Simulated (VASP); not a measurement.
Wanted: the native input for a VASP 6.6.1 run.

* Task: single point
* Functional: PBE
* Potentials or basis: VASP PAW PBE potentials, release 64 (C)
* Cutoff: 520 eV
* k mesh: 6 × 6 × 6
* Occupations: gaussian, width 0.01 eV
* Spin: no spin polarisation
* Dipole correction: no
* Further INCAR settings: ALGO = Normal; EDIFF = 1e-06; NBANDS = 11

The structure of C lies in POSCAR:

```
C
1.0
    0.0000000000      1.7623229011      1.7840813067
    1.7623229011      0.0000000000      1.7840813067
    1.7623229011      1.7623229011      0.0000000000
C
2
Direct
    0.0000000000      0.0000000000      0.0000000000
    0.2500000000      0.2500000000      0.2500000000
```

This cell differs from its parent crystal: epitaxial xy strain -1.0%.

These files were run (other wordings do the same):

INCAR

```
PREC     = Accurate       # precision mode
ENCUT    = 520            # plane-wave cutoff, eV
EDIFF    = 1E-6           # SCF threshold, eV
ISMEAR   = 0              # smearing method
SIGMA    = 0.01           # smearing width, eV
LREAL    = False          # projectors in reciprocal space
LASPH    = True           # aspherical terms in the spheres
NELM     = 100            # most SCF steps
ALGO     = Normal         # electronic algorithm
ISIF     = 2              # what is computed and relaxed
LWAVE    = False          # write WAVECAR
LCHARG   = False          # write CHGCAR
GGA      = PE             # functional
NBANDS   = 11             # bands
```

KPOINTS

```
Automatic mesh
0
Gamma
  6 6 6
```

Potentials or basis: VASP PAW PBE potentials, release 64 (C).

Launch:

```console
$ cat potpaw_PBE.64/C/POTCAR > POTCAR
$ mpirun -np 1 vasp_std > vasp.out
```

Results of the run:

```
Pressure               : 13.3 GPa
Band gap on the k mesh : 4.05 eV, indirect (least direct gap 5.54 eV)
```

Caveat: the k points lie up to 0.51 Å⁻¹ apart; the cell differs from its parent crystal (epitaxial xy strain -1.0%).

Run time: 3.6 s on 1 thread of AMD EPYC 7R43 64-Core Processor (Zen 3), on a shared host, peak memory 0.08 GiB.
